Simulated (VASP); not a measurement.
# Zr2N (P4_2/mnm) in VASP: further runs, part 2 of 2

VASP 6.6.1. Earlier steps stand in the parts before.

### Step 5. Single point, PBEsol

The input, INCAR:

```
PREC = Accurate ; ENCUT = 520
EDIFF = 1E-6 ; ISMEAR = 0
SIGMA = 0.1 ; LREAL = False
LASPH = True ; NELM = 60
ALGO = Normal ; ISIF = 2
LWAVE = False ; LCHARG = False
GGA = PS ; NBANDS = 38
```

The input, KPOINTS:

```
Automatic mesh
0
Gamma
  4 4 4
```

The input, POSCAR:

```
Zr2N
1.0
    5.4130027300      0.0000000000      0.0000000000
    0.0000000000      5.4130027300      0.0000000000
    0.0000000000      0.0000000000      3.3077891900
Zr N
4 2
Direct
    0.2961254600      0.2961254600      0.0000000000
    0.7038745400      0.7038745400      0.0000000000
    0.7961254600      0.2038745400      0.5000000000
    0.2038745400      0.7961254600      0.5000000000
    0.0000000000      0.0000000000      0.0000000000
    0.5000000000      0.5000000000      0.5000000000
```

Potentials or basis: VASP PAW PBE potentials, release 64 (Zr_sv, N).

On the command line:

```console
> cat potpaw_PBE.64/Zr_sv/POTCAR potpaw_PBE.64/N/POTCAR > POTCAR
> mpirun -np 1 vasp_std > vasp.out
```

OUTCAR:

```text
PREC = Accurate
   ENCUT = 520
   EDIFF = 1E-6
   ISMEAR = 0
   LREAL = False
   LASPH = True
   NELM = 60
   ISIF = 2
   GGA = PS

 ion  position               nearest neighbor table
   1  0.296  0.296  0.000-   5 2.27   6 2.27   6 2.27   2 3.12   4 3.21   3 3.21   4 3.21   3 3.21
                             4 3.21   4 3.21   3 3.21   3 3.21   2 3.89   2 3.89
   2  0.704  0.704  0.000-   5 2.27   6 2.27   6 2.27   1 3.12   4 3.21   3 3.21   4 3.21   3 3.21
                             3 3.21   3 3.21   4 3.21   4 3.21   1 3.89   1 3.89
   3  0.796  0.204  0.500-   6 2.27   5 2.27   5 2.27   4 3.12   1 3.21   1 3.21   2 3.21   2 3.21
                             2 3.21   2 3.21   1 3.21   1 3.21   4 3.89   4 3.89
   4  0.204  0.796  0.500-   6 2.27   5 2.27   5 2.27   3 3.12   1 3.21   1 3.21   2 3.21   2 3.21
                             1 3.21   1 3.21   2 3.21   2 3.21   3 3.89   3 3.89
   5  0.000  0.000  0.000-   1 2.27   2 2.27   3 2.27   4 2.27   3 2.27   4 2.27
   6  0.500  0.500  0.500-   3 2.27   4 2.27   1 2.27   2 2.27   1 2.27   2 2.27

  LATTYP: Found a simple tetragonal cell.
 ALAT       =     5.4130027300
 C/A-ratio  =     0.6110821211

  Lattice vectors:

 A1 = (   5.4130027300,   0.0000000000,   0.0000000000)
 A2 = (   0.0000000000,   5.4130027300,   0.0000000000)
 A3 = (   0.0000000000,   0.0000000000,   3.3077891900)

Analysis of symmetry for initial positions (statically):
=====================================================================
 Subroutine PRICEL returns:
 Original cell was already a primitive cell.

 Routine SETGRP: Setting up the symmetry group for a
 simple tetragonal supercell.

 Subroutine GETGRP returns: Found 16 space group operations
 (whereof  8 operations were pure point group operations)
 out of a pool of 16 trial point group operations.

The static configuration has the point symmetry D_2h.
 The point group associated with its full space group is D_4h.

Analysis of symmetry for dynamics (positions and initial velocities):
=====================================================================
 Subroutine PRICEL returns:
 Original cell was already a primitive cell.

 Routine SETGRP: Setting up the symmetry group for a
 simple tetragonal supercell.

 Subroutine GETGRP returns: Found 16 space group operations
 (whereof  8 operations were pure point group operations)
 out of a pool of 16 trial point group operations.

The dynamic configuration has the point symmetry D_2h.
 The point group associated with its full space group is D_4h.

 Subroutine INISYM returns: Found 16 space group operations
 (whereof  8 operations are pure point group operations),
 and found     1 'primitive' translations

----------------------------------------------------------------------------------------

                                     Primitive cell

  volume of cell :      96.9202

  direct lattice vectors                    reciprocal lattice vectors
     5.413002730  0.000000000  0.000000000     0.184740347  0.000000000  0.000000000
     0.000000000  5.413002730  0.000000000     0.000000000  0.184740347  0.000000000
     0.000000000  0.000000000  3.307789190     0.000000000  0.000000000  0.302316727

  length of vectors
     5.413002730  5.413002730  3.307789190     0.184740347  0.184740347  0.302316727

[... 46 lines left out ...]
  0.250000  0.000000  0.000000      4.000000
  0.500000  0.000000  0.000000      2.000000
  0.250000  0.250000  0.000000      4.000000
  0.500000  0.250000  0.000000      4.000000
  0.500000  0.500000  0.000000      1.000000
[... 10 lines left out ...]
  0.500000  0.250000  0.500000      4.000000
  0.500000  0.500000  0.500000      1.000000
   k-points           NKPTS =     18   k-points in BZ     NKDIM =     18   number of bands    NBANDS=     38
   number of dos      NEDOS =    301   number of ions     NIONS =      6
   total plane-waves  NPLWV =  44800
   dimension x,y,z NGX =    40 NGY =   40 NGZ =   28
   dimension x,y,z NGXF=    80 NGYF=   80 NGZF=   56
   ions per type =               4   2
   NGX,Y,Z   is equivalent  to a cutoff of  12.28, 12.28, 14.07 a.u.
   NGXF,Y,Z  is equivalent  to a cutoff of  24.57, 24.57, 28.14 a.u.
 SYSTEM =  unknown system
   PREC   = accura    normal or accurate (medium, high low for compatibility)
   ISTART =      0    job   : 0-new  1-cont  2-samecut
   ICHARG =      2    charge: 1-file 2-atom 10-const
   ISPIN  =      1    spin polarized calculation?
   LNONCOLLINEAR =      F non collinear calculations
   LSORBIT =      F    spin-orbit coupling
   LASPH  =      T    aspherical Exc in radial PAW
   ENCUT  =  520.0 eV  38.22 Ry    6.18 a.u.  10.06 10.06  6.15*2*pi/ulx,y,z
   NELM   =     60;   NELMIN=  2; NELMDL= -5     # of ELM steps
   EDIFF  = 0.1E-05   stopping-criterion for ELM
   LREAL  =      F    real-space projection
   EDIFFG = 0.1E-04   stopping-criterion for IOM
   NSW    =      0    number of steps for IOM
   IBRION =     -1    ionic relax: 0-MD 1-quasi-New 2-CG
   NFREE  =      0    steps in history (QN), initial steepest desc. (CG)
   ISIF   =      2    stress and relaxation
   ISYM   =      2    0-nonsym 1-usesym 2-fastsym
   POTIM  = 0.5000    time-step for ionic-motion
   TEBEG  =    0.0;   TEEND  =   0.0 temperature during run
   PSTRESS=    0.0 pullay stress
   NELECT =      58.0000    total number of electrons
   NUPDOWN=      -1.0000    fix difference up-down
   EMIN   =  10.00;   EMAX   =-10.00  energy-range for DOS
   EFERMI =   0.00;   METHOD = LEGACY
   ISMEAR =     0;   SIGMA  =   0.10  broadening in eV -4-tet -1-fermi 0-gaus
   EFERMI_NEDOS =   21; number of points for ismear=-14 and -15
   IALGO  =     38    algorithm
   IMIX   =      4    mixing-type and parameters
     AMIX     =   0.40;   BMIX     =  1.00
     AMIX_MAG =   1.60;   BMIX_MAG =  1.00
  volume/ion in A,a.u.               =      16.15       109.01
  Fermi-wavevector in a.u.,A,eV,Ry     =   1.379577  2.607023 25.895066  1.903234
  Thomas-Fermi vector in A             =   2.504534
   LORBIT       =      0    0 simple, 1 ext, 2 COOP (PROOUT), +10 PAW based schemes
   GGA     = PS    functional components
   LHFCALC =     F    Hartree Fock is set to
   AEXX    =    0.0000 exact exchange contribution
   IVDW    =     0    specifies the selected vdW correction
   LEPSILON=     F    determine dielectric tensor
   LRPA    =     F    only Hartree local field effects (RPA)
 non-spin polarized calculation
 Gauss-broadening in eV      SIGMA  =   0.10
  energy-cutoff  :      520.00
  volume of cell :       96.92
 maximum number of plane-waves:      2636
   NGX = 21   NGY = 21   NGZ = 13

 number of electron      58.0000001 magnetization

 Free energy of the ion-electron system (eV)
  ---------------------------------------------------
  ext. energy  EPLUGINS =         0.00000000
  ---------------------------------------------------
  free energy    TOTEN  =       -61.74698348 eV

  energy without entropy =      -61.72082918  energy(sigma->0) =      -61.73390633

 E-fermi :   9.5605     XC(G=0): -11.8304

 val. band max:        9.5229794290   @ k =   0.5000   0.0000   0.2500
 cond. band min:       9.5958429664   @ k =   0.2500   0.2500   0.2500
 fundamental gap:      0.0728635374
 Fermi energy:         9.5605353886

 k-point     1 :       0.0000    0.0000    0.0000
  band No.  band energies     occupation
      1     -39.0403      2.00000
      2     -38.9002      2.00000
      3     -38.9002      2.00000
      4     -38.8422      2.00000
      5     -17.9678      2.00000
      6     -17.3864      2.00000
[... 727 lines left out ...]
     37      14.2330      0.00000
     38      14.2330      0.00000

------------------------ aborting loop because EDIFF is reached ----------------------------------------

  FORCE on cell =-STRESS in cart. coord.  units (eV):
  Direction    XX          YY          ZZ          XY          YZ          ZX
  --------------------------------------------------------------------------------------
  -------------------------------------------------------------------------------------
  Total       -2.7945330     -2.7945330     -2.9121815      0.0000000      0.0000000      0.0000000
  in kB      -46.1961202    -46.1961202    -48.1409555      0.0000000      0.0000000      0.0000000
  external PRESSURE =     -46.8443986 kB  Pullay stress =       0.0000000 kB

 VOLUME and BASIS-vectors are now :
 -----------------------------------------------------------------------------
  energy-cutoff  :      520.00
  volume of cell :       96.92
      direct lattice vectors                 reciprocal lattice vectors
     5.413002730  0.000000000  0.000000000     0.184740347  0.000000000  0.000000000
     0.000000000  5.413002730  0.000000000     0.000000000  0.184740347  0.000000000
     0.000000000  0.000000000  3.307789190     0.000000000  0.000000000  0.302316727

 POSITION                                       TOTAL-FORCE (eV/Angst)
 -----------------------------------------------------------------------------------
      1.60293      1.60293      0.00000         0.079101      0.079101      0.000000
      3.81007      3.81007      0.00000        -0.079101     -0.079101      0.000000
      4.30943      1.10357      1.65389         0.079101     -0.079101      0.000000
      1.10357      4.30943      1.65389        -0.079101      0.079101      0.000000
      0.00000      0.00000      0.00000        -0.000000     -0.000000      0.000000
      2.70650      2.70650      1.65389        -0.000000     -0.000000      0.000000
 -----------------------------------------------------------------------------------
    total drift:                                0.000000     -0.000000     -0.000000

  FREE ENERGIE OF THE ION-ELECTRON SYSTEM (eV)
  ---------------------------------------------------
  free  energy   TOTEN  =       -61.7469834809 eV

  energy  without entropy=      -61.7208291779  energy(sigma->0) =      -61.73390633
```

OSZICAR:

```text
N       E                     dE             d eps       ncg     rms          rms(c)
DAV:   1     0.577836173419E+03    0.57784E+03   -0.31273E+04  1368   0.154E+03
DAV:   2    -0.150875729414E+02   -0.59292E+03   -0.57612E+03  1556   0.453E+02
DAV:   3    -0.657548752321E+02   -0.50667E+02   -0.49971E+02  2136   0.108E+02
DAV:   4    -0.693134707328E+02   -0.35586E+01   -0.35515E+01  2008   0.253E+01
DAV:   5    -0.694457174653E+02   -0.13225E+00   -0.13222E+00  1900   0.436E+00    0.342E+01
DAV:   6    -0.620267707848E+02    0.74189E+01   -0.43200E+01  1724   0.269E+01    0.150E+01
DAV:   7    -0.618124862846E+02    0.21428E+00   -0.52909E+00  1880   0.783E+00    0.786E+00
DAV:   8    -0.617582125908E+02    0.54274E-01   -0.45224E-01  1606   0.330E+00    0.120E+00
DAV:   9    -0.617484770335E+02    0.97356E-02   -0.14023E-01  1748   0.135E+00    0.661E-01
DAV:  10    -0.617468866964E+02    0.15903E-02   -0.31558E-02  1778   0.835E-01    0.128E-01
DAV:  11    -0.617470267616E+02   -0.14007E-03   -0.11949E-03  1768   0.189E-01    0.431E-02
DAV:  12    -0.617469824662E+02    0.44295E-04   -0.16862E-04  1846   0.583E-02    0.854E-03
DAV:  13    -0.617469836840E+02   -0.12178E-05   -0.14265E-05  1470   0.165E-02    0.263E-03
DAV:  14    -0.617469834809E+02    0.20310E-06   -0.63684E-07   988   0.520E-03
   1 F= -.61746983E+02 E0= -.61733906E+02  d E =-.261543E-01
```

stdout:

```text
POSCAR found type information on POSCAR ZrN
 POSCAR found :  2 types and       6 ions
 scaLAPACK will be used
 -----------------------------------------------------------------------------
|                                                                             |
|                                                                             |
|     You enforced a specific xc type in the INCAR file but a different       |
|     I HOPE YOU KNOW WHAT YOU ARE DOING!                                     |
|                                                                             |
 -----------------------------------------------------------------------------

 LDA part: xc-table for (Slater+PW92), standard interpolation
 POSCAR, INCAR and KPOINTS ok, starting setup
 FFT: planning ... GRIDC
 FFT: planning ... GRID_SOFT
 FFT: planning ... GRID
 WAVECAR not read
 entering main loop
```

Wall time 26 s (1 thread of Intel Xeon 6975P-C (Granite Rapids), shared host); peak memory 0.22 GiB.

What came out:

```
Free energy            : -61.7470 eV
Pressure               : -4.7 GPa
Largest force          : 0.112 eV/Å
Band gap on the k mesh : zero (bands 29 and 30 overlap by 2.51 eV)
```

Forces on the atoms (eV/Å):
```
Zr   0.079  0.079  0.000
Zr  -0.079 -0.079  0.000
Zr   0.079 -0.079  0.000
Zr  -0.079  0.079  0.000
N    0.000  0.000  0.000
N    0.000  0.000  0.000
```

Stress tensor (GPa, compression positive):
```
-4.62  0.00  0.00
 0.00 -4.62  0.00
 0.00  0.00 -4.81
```

Caveat: the k points lie up to 0.47 Å⁻¹ apart, too coarse for converged energies and pressures of a metal; the PAW data sets were made with another functional, which shifts forces and pressure a little.

### Step 6. Single point, PBEsol

The input, INCAR:

```
ALGO     = Normal         # electronic algorithm
EDIFF    = 1E-7           # SCF threshold, eV
ENCUT    = 520            # plane-wave cutoff, eV
GGA      = PS             # functional
ISIF     = 2              # what is computed and relaxed
ISMEAR   = 0              # smearing method
LASPH    = True           # aspherical terms in the spheres
LCHARG   = True           # write CHGCAR
LELF     = True           # ELF
LREAL    = False          # projectors in reciprocal space
LVHAR    = True         
LWAVE    = False          # write WAVECAR
NBANDS   = 38             # bands
NELM     = 80             # most SCF steps
PREC     = Accurate       # precision mode
SIGMA    = 0.1            # smearing width, eV
```

The input, KPOINTS:

```
k-points
0
Gamma
  6 6 8
```

POSCAR is that of step 5.

Potentials or basis: VASP PAW PBE potentials, release 64 (Zr_sv, N).

On the command line:

```console
> cat potpaw_PBE.64/Zr_sv/POTCAR potpaw_PBE.64/N/POTCAR > POTCAR
> mpirun -np 1 vasp_std > vasp.out
```

OUTCAR:

```text
EDIFF = 1E-7
   ENCUT = 520
   GGA = PS
   ISIF = 2
   ISMEAR = 0
   LASPH = True
   LREAL = False
   NELM = 80
   PREC = Accurate

 ion  position               nearest neighbor table
   1  0.296  0.296  0.000-   5 2.27   6 2.27   6 2.27   2 3.12   4 3.21   3 3.21   4 3.21   3 3.21
                             4 3.21   4 3.21   3 3.21   3 3.21   2 3.89   2 3.89
   2  0.704  0.704  0.000-   5 2.27   6 2.27   6 2.27   1 3.12   4 3.21   3 3.21   4 3.21   3 3.21
                             3 3.21   3 3.21   4 3.21   4 3.21   1 3.89   1 3.89
   3  0.796  0.204  0.500-   6 2.27   5 2.27   5 2.27   4 3.12   1 3.21   1 3.21   2 3.21   2 3.21
                             2 3.21   2 3.21   1 3.21   1 3.21   4 3.89   4 3.89
   4  0.204  0.796  0.500-   6 2.27   5 2.27   5 2.27   3 3.12   1 3.21   1 3.21   2 3.21   2 3.21
                             1 3.21   1 3.21   2 3.21   2 3.21   3 3.89   3 3.89
   5  0.000  0.000  0.000-   1 2.27   2 2.27   3 2.27   4 2.27   3 2.27   4 2.27
   6  0.500  0.500  0.500-   3 2.27   4 2.27   1 2.27   2 2.27   1 2.27   2 2.27

  LATTYP: Found a simple tetragonal cell.
 ALAT       =     5.4130027300
 C/A-ratio  =     0.6110821211

  Lattice vectors:

 A1 = (   5.4130027300,   0.0000000000,   0.0000000000)
 A2 = (   0.0000000000,   5.4130027300,   0.0000000000)
[... 185 lines left out ...]

 E-fermi :   9.5651     XC(G=0): -11.8315

 val. band max:        9.5426460396   @ k =   0.3333   0.1667   0.2500
 cond. band min:       9.5885826762   @ k =   0.1667   0.1667   0.1250
 fundamental gap:      0.0459366366
 Fermi energy:         9.5651425094

 k-point     1 :       0.0000    0.0000    0.0000
  band No.  band energies     occupation
      1     -39.0459      2.00000
      2     -38.9058      2.00000
      3     -38.9058      2.00000
      4     -38.8478      2.00000
      5     -17.9753      2.00000
      6     -17.3887      2.00000
[... 973 lines left out ...]
     37      13.8488      0.00000
     38      13.8490      0.00000

 [... further k-points ...]
[... 5 lines left out ...]
  --------------------------------------------------------------------------------------
  -------------------------------------------------------------------------------------
  Total       -2.7356809     -2.7356809     -2.9471029      0.0000000      0.0000000      0.0000000
  in kB      -45.2232430    -45.2232430    -48.7182372      0.0000000      0.0000000      0.0000000
  external PRESSURE =     -46.3882411 kB  Pullay stress =       0.0000000 kB

 VOLUME and BASIS-vectors are now :
 -----------------------------------------------------------------------------
  energy-cutoff  :      520.00
  volume of cell :       96.92
      direct lattice vectors                 reciprocal lattice vectors
     5.413002730  0.000000000  0.000000000     0.184740347  0.000000000  0.000000000
     0.000000000  5.413002730  0.000000000     0.000000000  0.184740347  0.000000000
     0.000000000  0.000000000  3.307789190     0.000000000  0.000000000  0.302316727

 POSITION                                       TOTAL-FORCE (eV/Angst)
 -----------------------------------------------------------------------------------
      1.60293      1.60293      0.00000         0.017000      0.017000     -0.000000
      3.81007      3.81007      0.00000        -0.017000     -0.017000      0.000000
      4.30943      1.10357      1.65389         0.017000     -0.017000      0.000000
      1.10357      4.30943      1.65389        -0.017000      0.017000     -0.000000
      0.00000      0.00000      0.00000         0.000000      0.000000     -0.000000
      2.70650      2.70650      1.65389         0.000000      0.000000     -0.000000
 -----------------------------------------------------------------------------------
    total drift:                                0.000000     -0.000000     -0.000000

  FREE ENERGIE OF THE ION-ELECTRON SYSTEM (eV)
  ---------------------------------------------------
  free  energy   TOTEN  =       -61.7711034776 eV

  energy  without entropy=      -61.7523549762  energy(sigma->0) =      -61.76172923
```

OSZICAR:

```text
N       E                     dE             d eps       ncg     rms          rms(c)
DAV:   1     0.568479972216E+03    0.56848E+03   -0.31228E+04  3800   0.154E+03
DAV:   2    -0.164065596610E+02   -0.58489E+03   -0.56849E+03  4336   0.450E+02
DAV:   3    -0.659746238177E+02   -0.49568E+02   -0.48856E+02  5970   0.105E+02
DAV:   4    -0.693411472620E+02   -0.33665E+01   -0.33579E+01  5560   0.247E+01
DAV:   5    -0.694649986382E+02   -0.12385E+00   -0.12381E+00  5230   0.421E+00    0.342E+01
DAV:   6    -0.620636439972E+02    0.74014E+01   -0.43703E+01  4760   0.270E+01    0.150E+01
DAV:   7    -0.618360696798E+02    0.22757E+00   -0.53006E+00  5278   0.787E+00    0.784E+00
DAV:   8    -0.617850323941E+02    0.51037E-01   -0.49846E-01  4426   0.335E+00    0.124E+00
DAV:   9    -0.617733087573E+02    0.11724E-01   -0.17244E-01  4864   0.145E+00    0.684E-01
DAV:  10    -0.617709589840E+02    0.23498E-02   -0.35116E-02  4900   0.869E-01    0.134E-01
DAV:  11    -0.617711439296E+02   -0.18495E-03   -0.11618E-03  4912   0.195E-01    0.421E-02
DAV:  12    -0.617711028610E+02    0.41069E-04   -0.18924E-04  5390   0.585E-02    0.775E-03
DAV:  13    -0.617711038924E+02   -0.10313E-05   -0.87183E-06  4822   0.137E-02    0.281E-03
DAV:  14    -0.617711037246E+02    0.16776E-06   -0.29888E-07  3998   0.308E-03    0.158E-03
DAV:  15    -0.617711035220E+02    0.20264E-06   -0.33177E-08  2736   0.116E-03    0.424E-04
DAV:  16    -0.617711034776E+02    0.44388E-07   -0.13864E-08  2674   0.642E-04
   1 F= -.61771103E+02 E0= -.61761729E+02  d E =-.187485E-01
```

It took 75 s on 1 thread of Intel Xeon 6975P-C (Granite Rapids), shared host; peak memory 0.28 GiB.

What came out:

* Free energy: -61.7711 eV
* Pressure: -4.6 GPa
* Largest force: 0.024 eV/Å
* Band gap on the k mesh: zero (bands 29 and 30 overlap by 2.51 eV)

Forces on the atoms (eV/Å):
```
Zr   0.017  0.017  0.000
Zr  -0.017 -0.017  0.000
Zr   0.017 -0.017  0.000
Zr  -0.017  0.017  0.000
N    0.000  0.000  0.000
N    0.000  0.000  0.000
```

Caveat: the cell stands under tension; the PAW data sets were made with another functional, which shifts forces and pressure a little.

### Step 7. Summary

```tsv
k mesh	gap on the mesh (eV)	pressure (GPa)	largest force (eV/Å)
1 × 1 × 1	-	5.5	0.11
1 × 1 × 2	none	-1.7	1.10
2 × 2 × 4	none	-5.2	0.20
4 × 4 × 4	none	-4.7	0.11
6 × 6 × 8	none	-4.6	0.02
```

Alike in all rows: task single point; level PBEsol; potentials or basis VASP PAW PBE potentials, release 64 (Zr_sv, N); no spin polarisation; cell as given; cutoff (eV) 520; smearing gaussian 0.1 eV.

Caveats: some runs use coarse meshes; the PAW data sets were made with another functional, which shifts forces and pressure a little; the cell stands under tension (at least some runs).

Absolute energies hang on the potentials; compare differences alone.
